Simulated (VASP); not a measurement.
# Si8W3 (a cell with a defect) (vacancy hop of W) in VASP: single point with PBE

Aim: the single point of Si8W3 (a cell with a defect) (vacancy hop of W) with PBE.

Everything below comes from runs of VASP 6.6.1. Logs are shortened: lines on timing, memory, paths and dates and some standing lists are left out, and cuts for length are marked.

**1. The cell of the first run**

The cell holds a defect, 11 atoms: a = 4.567 Å, b = 4.567 Å, c = 7.868 Å, α = 90.00°, β = 90.00°, γ = 90.00°.

**2. Single point, PBE**

INCAR reads:

```
PREC = Accurate ; ENCUT = 520
EDIFF = 1E-6 ; ISMEAR = 1
SIGMA = 0.1 ; LREAL = F
LASPH = T ; NELM = 100
ALGO = Normal ; ISIF = 2
LWAVE = F ; LCHARG = T
GGA = PE ; LELF = T
LVHAR = T ; NBANDS = 48
```

KPOINTS reads:

```
regular mesh
0
Gamma
  7 7 5
```

POSCAR reads:

```
Si8W3
1.0
    3.2292007300      3.2292007300      0.0000000000
   -3.2292007300      3.2292007300      0.0000000000
    0.0000000000      0.0000000000      7.8679106400
Si W
8 3
Direct
    0.0250476900     -0.0010233600      0.3413810600
    0.0002800900      0.4989159300      0.8305919300
    0.4961716300      0.0025978900      0.8334502900
    0.5002210700      0.4765711700      0.3413116900
   -0.0256104700     -0.0000777500      0.6588494100
   -0.0008711000      0.4999674300      0.1696269000
    0.5032336900     -0.0037082200      0.1667742600
    0.4991991700      0.5223238300      0.6589284200
   -0.0002997400     -0.0005383300      0.0001076400
   -0.0002792400      0.4994392100      0.5001183500
    0.4996989200      0.4994604000      0.0001075700
```

Potentials or basis: VASP PAW PBE potentials, release 64 (Si, W_sv).

Launch:

```sh
cat potpaw_PBE.64/Si/POTCAR potpaw_PBE.64/W_sv/POTCAR > POTCAR
mpirun -np 1 vasp_std > vasp.out
```

OUTCAR:

```text
PREC = Accurate
   ENCUT = 520
   EDIFF = 1E-6
   ISMEAR = 1
   LREAL = F
   LASPH = T
   NELM = 100
   ISIF = 2
   GGA = PE

 ion  position               nearest neighbor table
   1  0.025  0.999  0.341-   5 2.51   7 2.58  10 2.60  10 2.61   6 2.65   6 2.66   9 2.69   7 2.75
                             4 3.08
   2  0.000  0.499  0.831-  10 2.60  11 2.64   9 2.64   9 2.65  11 2.65   8 2.65   5 2.65   8 2.66
                             5 2.66   6 2.67
   3  0.496  0.003  0.833-   5 2.58   8 2.59   9 2.62  11 2.62   7 2.62  11 2.65   9 2.65   8 2.74
                             5 2.75
   4  0.500  0.477  0.341-   8 2.51   7 2.59  10 2.60  10 2.61   6 2.65   6 2.66  11 2.69   7 2.74
                             1 3.08
   5  0.974  1.000  0.659-   1 2.51   3 2.58  10 2.60  10 2.61   2 2.65   2 2.66   9 2.69   3 2.75
                             8 3.08
   6  0.999  0.500  0.170-  10 2.60  11 2.64   9 2.64   9 2.65  11 2.65   4 2.65   1 2.65   4 2.66
                             1 2.66   2 2.67
   7  0.503  0.996  0.167-   1 2.58   4 2.59   9 2.62  11 2.62   3 2.62  11 2.65   9 2.65   4 2.74
                             1 2.75
   8  0.499  0.522  0.659-   4 2.51   3 2.59  10 2.60  10 2.61   2 2.65   2 2.66  11 2.69   3 2.74
                             5 3.08
   9  1.000  0.999  0.000-   3 2.62   7 2.62   2 2.64   6 2.64   6 2.65   2 2.65   3 2.65   7 2.65
                             5 2.69   1 2.69  11 3.23  11 3.23  11 3.23  11 3.23
  10  1.000  0.499  0.500-   2 2.60   6 2.60   8 2.60   4 2.60   5 2.60   1 2.60   4 2.61   1 2.61
                             8 2.61   5 2.61
  11  0.500  0.499  0.000-   7 2.62   3 2.62   2 2.64   6 2.64   3 2.65   7 2.65   6 2.65   2 2.65
                             8 2.69   4 2.69   9 3.23   9 3.23   9 3.23   9 3.23

  LATTYP: Found a simple tetragonal cell.
 ALAT       =     4.5667794680
 C/A-ratio  =     1.7228575838

  Lattice vectors:

 A1 = (   3.2292007300,   3.2292007300,   0.0000000000)
 A2 = (  -3.2292007300,   3.2292007300,   0.0000000000)
 A3 = (   0.0000000000,   0.0000000000,   7.8679106400)

Analysis of symmetry for initial positions (statically):
=====================================================================
 Subroutine PRICEL returns:
 Original cell was already a primitive cell.

 Routine SETGRP: Setting up the symmetry group for a
 simple tetragonal supercell.

 Subroutine GETGRP returns: Found  1 space group operations
 (whereof  1 operations were pure point group operations)
 out of a pool of 16 trial point group operations.

The static configuration has the point symmetry C_1 .

Analysis of symmetry for dynamics (positions and initial velocities):
=====================================================================
 Subroutine PRICEL returns:
 Original cell was already a primitive cell.

 Routine SETGRP: Setting up the symmetry group for a
 simple tetragonal supercell.

 Subroutine GETGRP returns: Found  1 space group operations
 (whereof  1 operations were pure point group operations)
 out of a pool of 16 trial point group operations.

The dynamic configuration has the point symmetry C_1 .

 Subroutine INISYM returns: Found  1 space group operations
 (whereof  1 operations are pure point group operations),
 and found     1 'primitive' translations

----------------------------------------------------------------------------------------

                                     Primitive cell

  volume of cell :     164.0890

  direct lattice vectors                    reciprocal lattice vectors
     3.229200730  3.229200730  0.000000000     0.154837076  0.154837076  0.000000000
    -3.229200730  3.229200730  0.000000000    -0.154837076  0.154837076  0.000000000
     0.000000000  0.000000000  7.867910640     0.000000000  0.000000000  0.127098546

  length of vectors
     4.566779468  4.566779468  7.867910640     0.218972693  0.218972693  0.127098546

  position of ions in fractional coordinates (direct lattice)
     0.025047690  0.998976640  0.341381060
     0.000280090  0.498915930  0.830591930
     0.496171630  0.002597890  0.833450290
     0.500221070  0.476571170  0.341311690
     0.974389530  0.999922250  0.658849410
     0.999128900  0.499967430  0.169626900
     0.503233690  0.996291780  0.166774260
     0.499199170  0.522323830  0.658928420
     0.999700260  0.999461670  0.000107640
     0.999720760  0.499439210  0.500118350
     0.499698920  0.499460400  0.000107570

  ion indices of the primitive-cell ions
   primitive index   ion index
                 1           1
                 2           2
                 3           3
                 4           4
                 5           5
                 6           6
                 7           7
                 8           8
                 9           9
                10          10
                11          11

----------------------------------------------------------------------------------------

 KPOINTS: regular mesh

Automatic generation of k-mesh.
 Grid dimensions read from file:
 generate k-points for:    7    7    5

 Generating k-lattice:

  Cartesian coordinates                     Fractional coordinates (reciprocal lattice)
     0.022119582  0.022119582  0.000000000     0.142857143  0.000000000  0.000000000
    -0.022119582  0.022119582  0.000000000     0.000000000  0.142857143  0.000000000
     0.000000000  0.000000000  0.025419709     0.000000000  0.000000000  0.200000000

  Length of vectors
     0.031281813  0.031281813  0.025419709

  Shift w.r.t. Gamma in fractional coordinates (k-lattice)
     0.000000000  0.000000000  0.000000000

 Subroutine IBZKPT returns following result:
 ===========================================

 Found    123 irreducible k-points:

 Following reciprocal coordinates:
            Coordinates               Weight
  0.000000  0.000000  0.000000      1.000000
  0.142857  0.000000  0.000000      2.000000
  0.000000  0.142857  0.000000      2.000000
  0.285714  0.000000  0.000000      2.000000
  0.000000  0.285714  0.000000      2.000000
  0.428571  0.000000  0.000000      2.000000
[... 16 lines left out ...]
  0.285714  0.428571  0.000000      2.000000
  0.428571  0.428571  0.000000      2.000000
 [... further k-points ...]
   k-points           NKPTS =    123   k-points in BZ     NKDIM =    123   number of bands    NBANDS=     48
   number of dos      NEDOS =    301   number of ions     NIONS =     11
   total plane-waves  NPLWV =  77760
   dimension x,y,z NGX =    36 NGY =   36 NGZ =   60
   dimension x,y,z NGXF=    72 NGYF=   72 NGZF=  120
   ions per type =               8   3
   NGX,Y,Z   is equivalent  to a cutoff of  13.11, 13.11, 12.68 a.u.
   NGXF,Y,Z  is equivalent  to a cutoff of  26.21, 26.21, 25.36 a.u.
 SYSTEM =  unknown system
   PREC   = accura    normal or accurate (medium, high low for compatibility)
   ISTART =      0    job   : 0-new  1-cont  2-samecut
   ICHARG =      2    charge: 1-file 2-atom 10-const
   ISPIN  =      1    spin polarized calculation?
   LNONCOLLINEAR =      F non collinear calculations
   LSORBIT =      F    spin-orbit coupling
   LASPH  =      T    aspherical Exc in radial PAW
   ENCUT  =  520.0 eV  38.22 Ry    6.18 a.u.   8.49  8.49 14.63*2*pi/ulx,y,z
   NELM   =    100;   NELMIN=  2; NELMDL= -5     # of ELM steps
   EDIFF  = 0.1E-05   stopping-criterion for ELM
   LREAL  =      F    real-space projection
   EDIFFG = 0.1E-04   stopping-criterion for IOM
   NSW    =      0    number of steps for IOM
   IBRION =     -1    ionic relax: 0-MD 1-quasi-New 2-CG
   NFREE  =      0    steps in history (QN), initial steepest desc. (CG)
   ISIF   =      2    stress and relaxation
   ISYM   =      2    0-nonsym 1-usesym 2-fastsym
   POTIM  = 0.5000    time-step for ionic-motion
   TEBEG  =    0.0;   TEEND  =   0.0 temperature during run
   PSTRESS=    0.0 pullay stress
   NELECT =      74.0000    total number of electrons
   NUPDOWN=      -1.0000    fix difference up-down
   EMIN   =  10.00;   EMAX   =-10.00  energy-range for DOS
   EFERMI =   0.00;   METHOD = LEGACY
   ISMEAR =     1;   SIGMA  =   0.10  broadening in eV -4-tet -1-fermi 0-gaus
   EFERMI_NEDOS =   21; number of points for ismear=-14 and -15
   IALGO  =     38    algorithm
   IMIX   =      4    mixing-type and parameters
     AMIX     =   0.40;   BMIX     =  1.00
     AMIX_MAG =   1.60;   BMIX_MAG =  1.00
  volume/ion in A,a.u.               =      14.92       100.67
  Fermi-wavevector in a.u.,A,eV,Ry     =   1.255429  2.372417 21.444177  1.576103
  Thomas-Fermi vector in A             =   2.389186
   LORBIT       =      0    0 simple, 1 ext, 2 COOP (PROOUT), +10 PAW based schemes
   GGA     = PE    functional components
   LHFCALC =     F    Hartree Fock is set to
   AEXX    =    0.0000 exact exchange contribution
   IVDW    =     0    specifies the selected vdW correction
   LEPSILON=     F    determine dielectric tensor
   LRPA    =     F    only Hartree local field effects (RPA)
 non-spin polarized calculation
 Methfessel and Paxton  Order N= 1 SIGMA  =   0.10
  energy-cutoff  :      520.00
  volume of cell :      164.09
 maximum number of plane-waves:      4443
 NGX is ok and might be reduce to    36
   NGX = 17   NGY = 17   NGZ = 29

 number of electron      73.9999994 magnetization

 Free energy of the ion-electron system (eV)
  ---------------------------------------------------
  ext. energy  EPLUGINS =         0.00000000
  ---------------------------------------------------
  free energy    TOTEN  =       -83.26962265 eV

  energy without entropy =      -83.26633928  energy(sigma->0) =      -83.26852820

 E-fermi :  10.0352     XC(G=0): -11.7672

 val. band max:       10.0333526142   @ k =   0.2857   0.0000   0.4000
 cond. band min:      10.0412006028   @ k =   0.0000  -0.2857   0.4000
 fundamental gap:      0.0078479886
 Fermi energy:        10.0352147751

 k-point     1 :       0.0000    0.0000    0.0000
  band No.  band energies     occupation
      1     -63.7321      2.00000
      2     -63.7185      2.00000
      3     -63.2450      2.00000
      4     -28.1094      2.00000
      5     -28.1093      2.00000
      6     -27.9742      2.00000
[... 40 lines left out ...]
     47      13.6909      0.00000
     48      13.8574      0.00000
[... 1171 lines left out ...]
     47      13.7939      0.00000
     48      14.1237      0.00000

 [... further k-points ...]
[... 5 lines left out ...]
  --------------------------------------------------------------------------------------
  -------------------------------------------------------------------------------------
  Total       -3.1645704     -3.3265280     -2.9849383      0.0112388      0.0011905      0.0689094
  in kB      -30.8991013    -32.4804671    -29.1451598      0.1097362      0.0116238      0.6728364
  external PRESSURE =     -30.8415761 kB  Pullay stress =       0.0000000 kB

 VOLUME and BASIS-vectors are now :
 -----------------------------------------------------------------------------
  energy-cutoff  :      520.00
  volume of cell :      164.09
      direct lattice vectors                 reciprocal lattice vectors
     3.229200730  3.229200730  0.000000000     0.154837076  0.154837076  0.000000000
    -3.229200730  3.229200730  0.000000000    -0.154837076  0.154837076  0.000000000
     0.000000000  0.000000000  7.867910640     0.000000000  0.000000000  0.127098546

 POSITION                                       TOTAL-FORCE (eV/Angst)
 -----------------------------------------------------------------------------------
     -3.14501      3.30678      2.68596         0.011386      0.037913      0.003922
     -1.61020      1.61200      6.53502        -0.006792     -0.000182      0.108854
      1.59385      1.61063      6.55751         0.031444      0.003025     -0.017600
      0.07637      3.15426      2.68541         0.008515     -0.037421      0.001332
     -0.08245      6.37545      5.18377        -0.011220     -0.038283     -0.004073
      1.61189      4.84088      1.33461         0.006135      0.000660     -0.108308
     -1.59218      4.84227      1.31216        -0.031765     -0.002385      0.017377
     -0.07467      3.29870      5.18439        -0.008389      0.037552     -0.002050
      0.00077      6.45570      0.00085         0.000911     -0.000553      0.000732
      1.61551      4.84109      3.93489        -0.001229     -0.000093     -0.001023
      0.00077      3.22649      0.00085         0.001004     -0.000233      0.000838
 -----------------------------------------------------------------------------------
    total drift:                                0.000010     -0.000027      0.000022

  FREE ENERGIE OF THE ION-ELECTRON SYSTEM (eV)
  ---------------------------------------------------
  free  energy   TOTEN  =       -83.2696226531 eV

  energy  without entropy=      -83.2663392844  energy(sigma->0) =      -83.26852820
```

Wall time 15 min (1 thread of AMD EPYC 7R13, shared host); peak memory 0.75 GiB.

What came out:

- Free energy: -83.2696 eV
- Pressure: -3.1 GPa
- Largest force: 0.109 eV/Å
- Band gap on the k mesh: zero (band 37 reaches 10.33 eV, above the bottom of band 38 at 9.82 eV)

Forces in eV/Å, atoms in the order of the input:
```
Si   0.011  0.038  0.004
Si  -0.007  0.000  0.109
Si   0.031  0.003 -0.018
Si   0.009 -0.037  0.001
Si  -0.011 -0.038 -0.004
Si   0.006  0.001 -0.108
Si  -0.032 -0.002  0.017
Si  -0.008  0.038 -0.002
W    0.001 -0.001  0.001
W   -0.001  0.000 -0.001
W    0.001  0.000  0.001
```

Levels at points of the mesh, in eV from the Fermi level:
| k point | band 34 | band 35 | band 36 | band 37 | band 38 | band 39 | band 40 | band 41 |
| --- | --- | --- | --- | --- | --- | --- | --- | --- |
| (0.00, 0.00, 0.00) | -1.15 | -0.73 | -0.65 | -0.22 | -0.22 | 0.95 | 2.09 | 2.14 |

Caveat: spin-orbit coupling is left out, which moves the levels of the heavy elements.
